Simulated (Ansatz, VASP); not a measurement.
## One calculation of BN, two programs

Contents of POSCAR:

```
BN
1.0
    2.5539396017      0.0000000000      0.0000000000
   -1.2769698009      2.2117765748      0.0000000000
    0.0000000000      0.0000000000      4.2268550000
B N
2 2
Direct
    0.6775846527      0.3413258538      0.9997240000
    0.3442513193      0.6746591871      0.4997240000
    0.6666666667      0.3333333333      0.6252760000
    0.3333333333      0.6666666667      0.1252760000
```

File INCAR.step1:

```
ALGO = Normal ; EDIFF = 1E-4
ENCUT = 520 ; GGA = PE
ISMEAR = 0 ; LASPH = True
LCHARG = False ; LREAL = False
LWAVE = True ; NBANDS = 16
NELM = 80 ; PREC = Accurate
SIGMA = 0.05
```

Contents of INCAR.step2:

```
ALGO = Normal ; EDIFF = 1E-6
ENCUT = 520 ; ISIF = 2
ISMEAR = 0 ; ISTART = 1
LASPH = True ; LCHARG = True
LELF = True ; LMIXTAU = True
LREAL = False ; LVHAR = True
LWAVE = False ; METAGGA = R2SCAN
NBANDS = 16 ; NELM = 80
PREC = Accurate ; SIGMA = 0.05
```

Contents of KPOINTS:

```
k-points
0
Gamma
  12 12 6
```

Input for Ansatz:

```yaml
crystal:
  lattice:
    - [2.5539396017, 0.0, 0.0]
    - [-1.2769698009, 2.2117765748, 0.0]
    - [0.0, 0.0, 4.226855]
  atoms:
    - { symbol: B, position: [0.6775846527, 0.3413258538, 0.999724] }
    - { symbol: B, position: [0.3442513193, 0.6746591871, 0.499724] }
    - { symbol: "N", position: [0.6666666667, 0.3333333333, 0.625276] }
    - { symbol: "N", position: [0.3333333333, 0.6666666667, 0.125276] }
basis:
  ecutwfc: 500
kpoints:
  mp_grid: { grid: [12, 12, 6] }
hamiltonian:
  xc: r2scan
scf:
  occupations: { method: gaussian, width: 0.05 }
output:
  forces: true
  stress: true
  eigenvalues: true
```

Change from the starting cell: all B atoms moved +0.025 Å, as atom 1 along Cartesian [1 1 0].

Alike in both runs: task single point; functional r2SCAN; k mesh 12 × 12 × 6; occupations gaussian, width 0.05 eV; no spin polarisation.

|  | VASP | Ansatz |
| --- | --- | --- |
| version | VASP 6.6.1 | Ansatz 0.2.0 |
| potentials or method | VASP PAW PBE potentials, release 64 (B, N), cutoff 520 eV | scalar-relativistic, plane waves, PAW |
| valence electrons in the cell | 16 | 16 |

Ansatz gave:

```
gap on the k mesh at the Fermi level (eV)                     : 5.69
least direct gap on the mesh (eV)                             : 8.87
pressure (GPa)                                                : -4.6
traceless stress, the component that is largest in VASP (GPa) : -0.56
rms of the force components (eV/Å)                            : 0.351
```

**Question.** What did VASP give for the same quantities?

**Answer.** gap on the k mesh at the Fermi level (eV): 5.66; least direct gap on the mesh (eV): 8.84; pressure (GPa): -3.5; traceless stress, the component that is largest in VASP (GPa): -0.56; rms of the force components (eV/Å): 0.352.

VASP's potentials were made for PBE, not for r2SCAN. Atom by atom the forces differ by 0.002 eV/Å (rms over components). The functional is the same, so the differences come from potentials, cutoffs and numerics.
